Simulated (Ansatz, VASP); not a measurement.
## Two plane-wave programs on ZnSe

```
CELL_PARAMETERS angstrom
0.00000 3.13432 2.77619
2.77619 0.00000 2.77619
2.77619 3.13432 0.00000
ATOMIC_POSITIONS crystal
Zn 0.00000 0.00000 0.00000
Se 0.75000 0.75000 0.75000
```

Alike in both runs: task single point; functional LDA; k mesh 10 × 10 × 10; occupations gaussian, width 0.05 eV; no spin polarisation.

|  | VASP | Ansatz |
| --- | --- | --- |
| version | VASP 6.6.1 | Ansatz 0.2.0 |
| potentials or method | VASP PAW LDA potentials, release 64 (Zn, Se), cutoff 520 eV | scalar-relativistic, plane waves, PAW |
| valence electrons in the cell | 18 | 28 |

Ansatz gave:

* gap on the k mesh at the Fermi level (eV): 0.55
* least direct gap on the mesh (eV): 0.55
* pressure (GPa): -6.5
* traceless stress, the component that is largest in VASP (GPa): -3.86

Q: Which values does VASP return?

A: gap on the k mesh at the Fermi level (eV): 0.59; least direct gap on the mesh (eV): 0.59; pressure (GPa): -6.2; traceless stress, the component that is largest in VASP (GPa): -3.84.

Ansatz warns that its potentials were made for another functional, while VASP's fit it. LDA's correlation is that of Perdew and Zunger in VASP and of Perdew and Wang (1992) in Ansatz. VASP's potentials hold 18 valence electrons a cell and Ansatz's 28, so a difference there can come from the potentials and not from the codes.
